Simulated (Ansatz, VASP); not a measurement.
Two plane-wave programs on BH3

File INCAR:

```
PREC     = Accurate       # precision mode
ENCUT    = 520            # plane-wave cutoff, eV
EDIFF    = 1E-7           # SCF threshold, eV
ISMEAR   = 0              # smearing method
SIGMA    = 0.005          # smearing width, eV
LREAL    = False          # projectors in reciprocal space
LASPH    = True           # aspherical terms in the spheres
NELM     = 80             # most SCF steps
ALGO     = Normal         # electronic algorithm
ISIF     = 2              # what is computed and relaxed
LWAVE    = False          # write WAVECAR
LCHARG   = False          # write CHGCAR
GGA      = PE             # functional
IBRION   = 2              # ionic algorithm
NSW      = 100            # ionic steps
EDIFFG   = -0.01          # ionic threshold
ISYM     = 0
```

The input KPOINTS:

```
regular mesh
0
Gamma
  1 1 1
```

Contents of POSCAR:

```
BH3
1.0
   14.0000000000      0.0000000000      0.0000000000
    0.0000000000     14.5000000000      0.0000000000
    0.0000000000      0.0000000000     15.0000000000
B H
2 6
Direct
    0.5641174622      0.4994365863      0.5002282527
    0.4364765236      0.5004553201      0.4990460081
    0.5013463668      0.4993335170      0.5661263933
    0.4999219510      0.5008668375      0.4338736067
    0.6041554889      0.5713177601      0.5013362135
    0.6036001503      0.4280154333      0.4999951283
    0.3958445111      0.5719845667      0.4998466211
    0.3966320182      0.4287561360      0.5009153634
```

Input for Ansatz:

```yaml
crystal:
  lattice:
    - [14.0, 0.0, 0.0]
    - [0.0, 14.5, 0.0]
    - [0.0, 0.0, 15.0]
  atoms:
    - { symbol: B, position: [0.5641174622, 0.4994365863, 0.5002282527] }
    - { symbol: B, position: [0.4364765236, 0.5004553201, 0.4990460081] }
    - { symbol: H, position: [0.5013463668, 0.499333517, 0.5661263933] }
    - { symbol: H, position: [0.499921951, 0.5008668375, 0.4338736067] }
    - { symbol: H, position: [0.6041554889, 0.5713177601, 0.5013362135] }
    - { symbol: H, position: [0.6036001503, 0.4280154333, 0.4999951283] }
    - { symbol: H, position: [0.3958445111, 0.5719845667, 0.4998466211] }
    - { symbol: H, position: [0.3966320182, 0.428756136, 0.5009153634] }
  symmetry: { detect: false }
basis:
  ecutwfc: 420
kpoints:
  mp_grid: { grid: [1, 1, 1] }
hamiltonian:
  xc: pbe
scf:
  occupations: { method: gaussian, width: 0.005 }
output:
  forces: true
  eigenvalues: true
relax:
  adjacent_minimum: "off"
  f_tol: 0.01
  max_steps: 120
```

Alike in both runs: task relaxation of the atoms; functional PBE; k mesh 1 × 1 × 1; occupations gaussian, width 0.005 eV; no spin polarisation.

```csv
,VASP,Ansatz
version,VASP 6.6.1,Ansatz 0.2.0
potentials or method,"VASP PAW PBE potentials, release 64 (B, H), cutoff 520 eV","scalar-relativistic, plane waves, PAW"
valence electrons in the cell,12,12
```

|  | VASP | Ansatz | Ansatz less VASP |
| --- | --- | --- | --- |
| gap on the k mesh at the Fermi level, each at its own relaxed structure (eV) | 5.80 | 5.81 | +0.002 |
